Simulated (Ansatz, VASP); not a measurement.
**One calculation of PbS, two programs**

File INCAR:

```
SYSTEM = PbS
PREC = Accurate
ENCUT = 520
EDIFF = 1E-6
ISMEAR = -1
SIGMA = 0.06
LREAL = .FALSE.
LASPH = .TRUE.
NELM = 80
ALGO = Normal
ISIF = 2
LWAVE = .FALSE.
LCHARG = .FALSE.
GGA = CA
NBANDS = 17
```

Contents of KPOINTS:

```
Automatic mesh
0
G
  8 8 8
  0 0 0
```

Contents of POSCAR:

```
PbS
1.0
    0.0000000000      2.9451000000      2.9451000000
    2.9451000000      0.0000000000      2.9451000000
    2.9451000000      2.9451000000      0.0000000000
Pb S
1 1
Direct
    0.0000000000      0.0000000000      0.0000000000
    0.5000000000      0.5000000000      0.5000000000
```

Input for Ansatz:

```yaml
crystal:
  atoms:
  - position: [0.0, 0.0, 0.0]
    symbol: Pb
  - position: [0.5, 0.5, 0.5]
    symbol: S
  lattice:
  - [0.0, 2.9451, 2.9451]
  - [2.9451, 0.0, 2.9451]
  - [2.9451, 2.9451, 0.0]
hamiltonian:
  dispersion: none
  pseudopotentials:
    kind: all_electron
    lapw: {}
    relativity: scalar
  xc: lda
kpoints:
  mp_grid:
    grid: [8, 8, 8]
    shift: [0, 0, 0]
magnetization: {spin_polarized: false}
output: {forces: true, stress: true}
scf:
  occupations: {method: fermi_dirac, width: 0.06}
```

Alike in both runs: task single point; functional LDA; k mesh 8 × 8 × 8; occupations fermi-dirac, width 0.06 eV; no spin polarisation.

|  | VASP | Ansatz |
| --- | --- | --- |
| version | VASP 6.6.1 | Ansatz 0.2 development build |
| potentials or method | VASP PAW LDA potentials, release 64 (Pb_d, S), cutoff 520 eV | all-electron full-potential LAPW, scalar-relativistic |

```csv
,VASP,Ansatz,Ansatz less VASP
pressure (GPa),-1.4,-1.4,-0.03
```

LDA's correlation is that of Perdew and Zunger in VASP and of Perdew and Wang (1992) in Ansatz. Ansatz ran all-electron here, and VASP with PAW potentials.

Neither program's run includes spin-orbit coupling.
